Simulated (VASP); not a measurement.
# Sr (P6_3/mmc) in VASP: further runs

Sr is run at these levels: PBE; tasks: relaxation of shape and atoms at fixed volume.

Everything below comes from runs of VASP 6.6.1. Logs are shortened: lines on timing, memory, paths and dates and some standing lists are left out, and cuts for length are marked.

## (1) The cell of the first run

The structure is hexagonal, space group P6_3/mmc (No. 194). The conventional cell has a = 4.136 Å, b = 4.136 Å, c = 6.796 Å, α = 90.00°, β = 90.00°, γ = 120.00°. Within 5.4 Å of Sr (site symmetry -6m2) lie 12 Sr at 4.14 to 4.15 Å.

This isn't the form of Sr at room conditions, which is fcc.

## (2) Relaxation of shape and atoms at fixed volume, PBE (50.33 Å³/atom)

Contents of INCAR:

```
SYSTEM = Sr
ALGO = Fast
EDIFF = 1E-7
EDIFFG = -0.01
ENCUT = 600
GGA = PE
IBRION = 2
ISIF = 4
ISMEAR = 0
LASPH = .TRUE.
LCHARG = .FALSE.
LREAL = .FALSE.
LWAVE = .FALSE.
NELM = 60
NSW = 50
PREC = Accurate
SIGMA = 0.1
```

Contents of KPOINTS:

```
k-points
0
G
  12 12 6
  0 0 0
```

Contents of POSCAR:

```
Sr
1.0
    4.1356781070      0.0000000000      0.0000000000
   -2.0678390535      3.5816023025      0.0000000000
    0.0000000000      0.0000000000      6.7962656717
Sr
2
Direct
    0.3333333333      0.6666666667      0.2500000000
    0.6666666667      0.3333333333      0.7500000000
```

Potentials or basis: VASP PAW PBE potentials, release 64 (Sr_sv).

On the command line:

```bash
$ cat potpaw_PBE.64/Sr_sv/POTCAR > POTCAR
$ mpirun -np 1 vasp_std > vasp.out
```

OUTCAR:

```text
SYSTEM = Sr
   EDIFF = 1E-7
   EDIFFG = -0.01
   ENCUT = 600
   GGA = PE
   IBRION = 2
   ISIF = 4
   ISMEAR = 0
   LASPH = .TRUE.
   LREAL = .FALSE.
   NELM = 60
   NSW = 50
   PREC = Accurate

 ion  position               nearest neighbor table
   1  0.333  0.667  0.250-   2 4.15   2 4.15   2 4.15   2 4.15   2 4.15   2 4.15
   2  0.667  0.333  0.750-   1 4.15   1 4.15   1 4.15   1 4.15   1 4.15   1 4.15

  LATTYP: Found a hexagonal cell.
 ALAT       =     4.1356781070
 C/A-ratio  =     1.6433255916

  Lattice vectors:

 A1 = (   4.1356781070,   0.0000000000,   0.0000000000)
 A2 = (  -2.0678390535,   3.5816023025,   0.0000000000)
 A3 = (   0.0000000000,   0.0000000000,   6.7962656717)

Analysis of symmetry for initial positions (statically):
=====================================================================
 Subroutine PRICEL returns:
 Original cell was already a primitive cell.

 Routine SETGRP: Setting up the symmetry group for a
 hexagonal supercell.

 Subroutine GETGRP returns: Found 24 space group operations
 (whereof 12 operations were pure point group operations)
 out of a pool of 24 trial point group operations.

The static configuration has the point symmetry D_3d.
 The point group associated with its full space group is D_6h.

Analysis of symmetry for dynamics (positions and initial velocities):
=====================================================================
 Subroutine PRICEL returns:
 Original cell was already a primitive cell.

 Routine SETGRP: Setting up the symmetry group for a
 hexagonal supercell.

 Subroutine GETGRP returns: Found 24 space group operations
 (whereof 12 operations were pure point group operations)
 out of a pool of 24 trial point group operations.

The dynamic configuration has the point symmetry D_3d.
 The point group associated with its full space group is D_6h.

 Subroutine INISYM returns: Found 24 space group operations
 (whereof 12 operations are pure point group operations),
 and found     1 'primitive' translations

----------------------------------------------------------------------------------------

                                     Primitive cell

  volume of cell :     100.6687

  direct lattice vectors                    reciprocal lattice vectors
     4.135678107  0.000000000  0.000000000     0.241798316  0.139602323  0.000000000
    -2.067839054  3.581602302  0.000000000     0.000000000  0.279204645  0.000000000
     0.000000000  0.000000000  6.796265672     0.000000000  0.000000000  0.147139628

  length of vectors
     4.135678107  4.135678107  6.796265672     0.279204645  0.279204645  0.147139628

  position of ions in fractional coordinates (direct lattice)
     0.333333333  0.666666667  0.250000000
     0.666666667  0.333333333  0.750000000

  ion indices of the primitive-cell ions
   primitive index   ion index
                 1           1
                 2           2

----------------------------------------------------------------------------------------

 KPOINTS: k-points

Automatic generation of k-mesh.
 Grid dimensions read from file:
 generate k-points for:   12   12    6

 Generating k-lattice:

  Cartesian coordinates                     Fractional coordinates (reciprocal lattice)
     0.020149860  0.011633527  0.000000000     0.083333333  0.000000000  0.000000000
     0.000000000  0.023267054  0.000000000     0.000000000  0.083333333  0.000000000
     0.000000000  0.000000000  0.024523271     0.000000000  0.000000000  0.166666667

  Length of vectors
     0.023267054  0.023267054  0.024523271

  Shift w.r.t. Gamma in fractional coordinates (k-lattice)
     0.000000000  0.000000000  0.000000000

 Subroutine IBZKPT returns following result:
 ===========================================

 Found     76 irreducible k-points:

 Following reciprocal coordinates:
            Coordinates               Weight
  0.000000  0.000000  0.000000      1.000000
  0.083333  0.000000  0.000000      6.000000
  0.166667  0.000000  0.000000      6.000000
  0.250000 -0.000000  0.000000      6.000000
  0.333333  0.000000  0.000000      6.000000
  0.416667  0.000000  0.000000      6.000000
[... 16 lines left out ...]
  0.250000 -0.000000  0.166667     12.000000
  0.333333  0.000000  0.166667     12.000000
 [... further k-points ...]
   k-points           NKPTS =     76   k-points in BZ     NKDIM =     76   number of bands    NBANDS=     14
   number of dos      NEDOS =    301   number of ions     NIONS =      2
   total plane-waves  NPLWV =  69984
   dimension x,y,z NGX =    36 NGY =   36 NGZ =   54
   dimension x,y,z NGXF=    72 NGYF=   72 NGZF=  108
   ions per type =               2
   NGX,Y,Z   is equivalent  to a cutoff of  14.47, 14.47, 13.21 a.u.
   NGXF,Y,Z  is equivalent  to a cutoff of  28.94, 28.94, 26.42 a.u.
 SYSTEM =  Sr
   PREC   = accura    normal or accurate (medium, high low for compatibility)
   ISTART =      0    job   : 0-new  1-cont  2-samecut
   ICHARG =      2    charge: 1-file 2-atom 10-const
   ISPIN  =      1    spin polarized calculation?
   LNONCOLLINEAR =      F non collinear calculations
   LSORBIT =      F    spin-orbit coupling
   LASPH  =      T    aspherical Exc in radial PAW
   ENCUT  =  600.0 eV  44.10 Ry    6.64 a.u.   8.26  8.26 13.57*2*pi/ulx,y,z
   NELM   =     60;   NELMIN=  2; NELMDL= -5     # of ELM steps
   EDIFF  = 0.1E-06   stopping-criterion for ELM
   LREAL  =      F    real-space projection
   EDIFFG = -.1E-01   stopping-criterion for IOM
   NSW    =     50    number of steps for IOM
   IBRION =      2    ionic relax: 0-MD 1-quasi-New 2-CG
   NFREE  =      1    steps in history (QN), initial steepest desc. (CG)
   ISIF   =      4    stress and relaxation
   ISYM   =      2    0-nonsym 1-usesym 2-fastsym
   POTIM  = 0.5000    time-step for ionic-motion
   TEBEG  =    0.0;   TEEND  =   0.0 temperature during run
   PSTRESS=    0.0 pullay stress
   NELECT =      20.0000    total number of electrons
   NUPDOWN=      -1.0000    fix difference up-down
   EMIN   =  10.00;   EMAX   =-10.00  energy-range for DOS
   EFERMI =   0.00;   METHOD = LEGACY
   ISMEAR =     0;   SIGMA  =   0.10  broadening in eV -4-tet -1-fermi 0-gaus
   EFERMI_NEDOS =   21; number of points for ismear=-14 and -15
   IALGO  =     68    algorithm
   IMIX   =      4    mixing-type and parameters
     AMIX     =   0.40;   BMIX     =  1.00
     AMIX_MAG =   1.60;   BMIX_MAG =  1.00
  volume/ion in A,a.u.               =      50.33       339.67
  Fermi-wavevector in a.u.,A,eV,Ry     =   0.955257  1.805173 12.415521  0.912515
  Thomas-Fermi vector in A             =   2.084078
   LORBIT       =      0    0 simple, 1 ext, 2 COOP (PROOUT), +10 PAW based schemes
   GGA     = PE    functional components
   LHFCALC =     F    Hartree Fock is set to
   AEXX    =    0.0000 exact exchange contribution
   IVDW    =     0    specifies the selected vdW correction
   LEPSILON=     F    determine dielectric tensor
   LRPA    =     F    only Hartree local field effects (RPA)
 conjugate gradient relaxation of ions
 non-spin polarized calculation
 RMM-DIIS sequential band-by-band and
 Gauss-broadening in eV      SIGMA  =   0.10
  energy-cutoff  :      600.00
  volume of cell :      100.67
 maximum number of plane-waves:      3386
 NGX is ok and might be reduce to    36
   NGX = 17   NGY = 17   NGZ = 27

 number of electron      20.0000000 magnetization

 Free energy of the ion-electron system (eV)
  ---------------------------------------------------
  ext. energy  EPLUGINS =         0.00000000
  ---------------------------------------------------
  free energy    TOTEN  =        -3.23702410 eV

  energy without entropy =       -3.22331178  energy(sigma->0) =       -3.23016794

 E-fermi :   1.9120     XC(G=0):  -7.6229

 val. band max:        1.9095323766   @ k =   0.3333   0.0833   0.0000
 cond. band min:       1.9160393083   @ k =   0.2500   0.0833   0.0000
 fundamental gap:      0.0065069317
 Fermi energy:         1.9119968605

 k-point     1 :       0.0000    0.0000    0.0000
  band No.  band energies     occupation
      1     -34.5432      2.00000
      2     -34.5226      2.00000
      3     -16.6751      2.00000
      4     -16.4481      2.00000
      5     -16.4481      2.00000
      6     -16.4132      2.00000
      7     -16.4132      2.00000
      8     -16.4111      2.00000
      9      -1.8829      2.00000
     10       0.7053      2.00000
     11       2.0584      0.03843
     12       4.2777      0.00000
     13       4.2989      0.00000
     14       4.3090      0.00000

 k-point     2 :       0.0833    0.0000    0.0000
  band No.  band energies     occupation
      1     -34.5419      2.00000
      2     -34.5219      2.00000
      3     -16.6691      2.00000
      4     -16.4621      2.00000
      5     -16.4524      2.00000
      6     -16.4278      2.00000
      7     -16.4155      2.00000
      8     -16.4132      2.00000
      9      -1.7738      2.00000
     10       0.8195      2.00000
     11       2.0368      0.07757
     12       3.9402      0.00000
     13       4.4036      0.00000
     14       4.5041      0.00000

 k-point     3 :       0.1667    0.0000    0.0000
  band No.  band energies     occupation
      1     -34.5384      2.00000
      2     -34.5202      2.00000
      3     -16.6520      2.00000
      4     -16.5006      2.00000
      5     -16.4670      2.00000
      6     -16.4641      2.00000
      7     -16.4220      2.00000
      8     -16.4197      2.00000
      9      -1.4567      2.00000
     10       1.1392      2.00000
     11       1.9846      0.30447
     12       3.4487      0.00000
     13       4.1509      0.00000
     14       4.6749      0.00000
[... 324 lines left out ...]
 k-point    23 :       0.2500   -0.0000    0.1667
  band No.  band energies     occupation
      1     -34.5323      2.00000
      2     -34.5190      2.00000
      3     -16.6227      2.00000
      4     -16.5444      2.00000
      5     -16.5268      2.00000
      6     -16.4763      2.00000
      7     -16.4361      2.00000
      8     -16.4345      2.00000
      9      -0.8566      2.00000
     10       1.1575      2.00000
     11       2.2027      0.00004
     12       2.9715      0.00000
     13       3.7952      0.00000
     14       3.9473      0.00000

 k-point    24 :       0.3333    0.0000    0.1667
  band No.  band energies     occupation
      1     -34.5272      2.00000
      2     -34.5169      2.00000
      3     -16.6265      2.00000
      4     -16.5837      2.00000
      5     -16.5597      2.00000
      6     -16.4910      2.00000
      7     -16.4481      2.00000
      8     -16.4444      2.00000
      9      -0.2507      2.00000
     10       1.4578      2.00000
     11       2.1916      0.00008
     12       2.4957      0.00000
     13       3.5748      0.00000
     14       3.6902      0.00000

 [... further k-points ...]

------------------------ aborting loop because EDIFF is reached ----------------------------------------

  FORCE on cell =-STRESS in cart. coord.  units (eV):
  Direction    XX          YY          ZZ          XY          YZ          ZX
  --------------------------------------------------------------------------------------
  -------------------------------------------------------------------------------------
  Total        0.8018953      0.8018953      0.7741716      0.0000000      0.0000000      0.0000000
  in kB       12.7624435     12.7624435     12.3212101      0.0000000      0.0000000      0.0000000
  external PRESSURE =      12.6153657 kB  Pullay stress =       0.0000000 kB

 VOLUME and BASIS-vectors are now :
 -----------------------------------------------------------------------------
  energy-cutoff  :      600.00
  volume of cell :      100.67
      direct lattice vectors                 reciprocal lattice vectors
     4.135678107  0.000000000  0.000000000     0.241798316  0.139602323  0.000000000
    -2.067839054  3.581602302  0.000000000     0.000000000  0.279204645  0.000000000
     0.000000000  0.000000000  6.796265672     0.000000000  0.000000000  0.147139628

 POSITION                                       TOTAL-FORCE (eV/Angst)
 -----------------------------------------------------------------------------------
     -0.00000      2.38773      1.69907        -0.000000     -0.000000      0.000000
      2.06784      1.19387      5.09720         0.000000      0.000000      0.000000
 -----------------------------------------------------------------------------------
    total drift:                               -0.000000      0.000000     -0.000000

  FREE ENERGIE OF THE ION-ELECTRON SYSTEM (eV)
  ---------------------------------------------------
  free  energy   TOTEN  =        -3.2370240957 eV

  energy  without entropy=       -3.2233117822  energy(sigma->0) =       -3.23016794

 reached required accuracy - stopping structural energy minimisation
```

It took 6.6 min on 1 thread of Intel Xeon 8259CL, shared host; peak memory 0.32 GiB.

Results:

- Free energy: -3.2370 eV
- Pressure after relaxing: 1.3 GPa
- Band gap on the k mesh: zero (bands 10 and 11 overlap by 0.20 eV)

Final structure:
```xyz
2
Lattice="4.1357 0.0000 0.0000 -2.0678 3.5816 0.0000 0.0000 0.0000 6.7963" Properties=species:S:1:pos:R:3 pbc="T T T"
Sr    0.0000    2.3877    1.6991
Sr    2.0678    1.1939    5.0972
```

## (3) Relaxation of shape and atoms at fixed volume, PBE (51.99 Å³/atom)

This run uses another cell than the first one, of 51.99 Å³/atom.

Contents of INCAR:

```
ALGO = Fast
EDIFF = 1E-6
EDIFFG = -0.01
ENCUT = 600
GGA = PE
IBRION = 2
ISIF = 4
ISMEAR = 0
LASPH = True
LCHARG = False
LREAL = False
LWAVE = False
NELM = 80
NSW = 50
PREC = Accurate
SIGMA = 0.1
```

Contents of KPOINTS:

```
k-points
0
Gamma
  12 12 6
```

Contents of POSCAR:

```
Sr
1.0
    4.1806346520      0.0000000000      0.0000000000
   -2.0903173260      3.6205358126      0.0000000000
    0.0000000000      0.0000000000      6.8701439126
Sr
2
Direct
    0.3333333333      0.6666666667      0.2500000000
    0.6666666667      0.3333333333      0.7500000000
```

Potentials or basis: VASP PAW PBE potentials, release 64 (Sr_sv).

On the command line:

```bash
$ cat potpaw_PBE.64/Sr_sv/POTCAR > POTCAR
$ mpirun -np 1 vasp_std > vasp.out
```

OUTCAR:

```text
EDIFF = 1E-6
   EDIFFG = -0.01
   ENCUT = 600
   GGA = PE
   IBRION = 2
   ISIF = 4
   ISMEAR = 0
   LASPH = True
   LREAL = False
   NELM = 80
   NSW = 50
   PREC = Accurate

 ion  position               nearest neighbor table
   1  0.333  0.667  0.250-   2 4.20   2 4.20   2 4.20   2 4.20   2 4.20   2 4.20
   2  0.667  0.333  0.750-   1 4.20   1 4.20   1 4.20   1 4.20   1 4.20   1 4.20

  LATTYP: Found a hexagonal cell.
 ALAT       =     4.1806346520
 C/A-ratio  =     1.6433255916

  Lattice vectors:

 A1 = (   4.1806346520,   0.0000000000,   0.0000000000)
[... 602 lines left out ...]
  Direction    XX          YY          ZZ          XY          YZ          ZX
  --------------------------------------------------------------------------------------
  -------------------------------------------------------------------------------------
  Total        0.5227753      0.5227753      0.5005132      0.0000000      0.0000000      0.0000000
  in kB        8.0546137      8.0546137      7.7116125      0.0000000      0.0000000      0.0000000
  external PRESSURE =       7.9402799 kB  Pullay stress =       0.0000000 kB

 VOLUME and BASIS-vectors are now :
 -----------------------------------------------------------------------------
  energy-cutoff  :      600.00
  volume of cell :      103.99
      direct lattice vectors                 reciprocal lattice vectors
     4.180634652  0.000000000  0.000000000     0.239198132  0.138101106  0.000000000
    -2.090317326  3.620535813  0.000000000     0.000000000  0.276202212  0.000000000
     0.000000000  0.000000000  6.870143913     0.000000000  0.000000000  0.145557358

 POSITION                                       TOTAL-FORCE (eV/Angst)
 -----------------------------------------------------------------------------------
     -0.00000      2.41369      1.71754         0.000000      0.000000      0.000000
      2.09032      1.20685      5.15261        -0.000000     -0.000000      0.000000
 -----------------------------------------------------------------------------------
    total drift:                               -0.000000      0.000000     -0.000000

  FREE ENERGIE OF THE ION-ELECTRON SYSTEM (eV)
  ---------------------------------------------------
  free  energy   TOTEN  =        -3.2583097804 eV

  energy  without entropy=       -3.2447851178  energy(sigma->0) =       -3.25154745

 reached required accuracy - stopping structural energy minimisation
```

CONTCAR:

```text
Sr
   1.00000000000000
     4.1806346520000002    0.0000000000000000    0.0000000000000000
    -2.0903173260000001    3.6205358126000000    0.0000000000000000
     0.0000000000000000    0.0000000000000000    6.8701439125999997
  Sr
     2
Direct
     0.3333333332999970    0.6666666667000030    0.2500000000000000
     0.6666666667000030    0.3333333332999970    0.7500000000000000

  0.00000000E+00  0.00000000E+00  0.00000000E+00
  0.00000000E+00  0.00000000E+00  0.00000000E+00
```

Run time: 5.2 min. Hardware: 1 thread of Intel Xeon 8259CL, shared host; peak memory 0.33 GiB.

Results:

```yaml
Free_energy: -3.2583 eV
Pressure_after_relaxing: 0.8 GPa
Band_gap_on_the_k_mesh: zero (bands 10 and 11 overlap by 0.23 eV)
```

Final structure:
```
Sr
1.0
     4.18063    0.00000    0.00000
    -2.09032    3.62054    0.00000
     0.00000    0.00000    6.87014
Sr
2
Direct
  0.33333 0.66667 0.25000
  0.66667 0.33333 0.75000
```
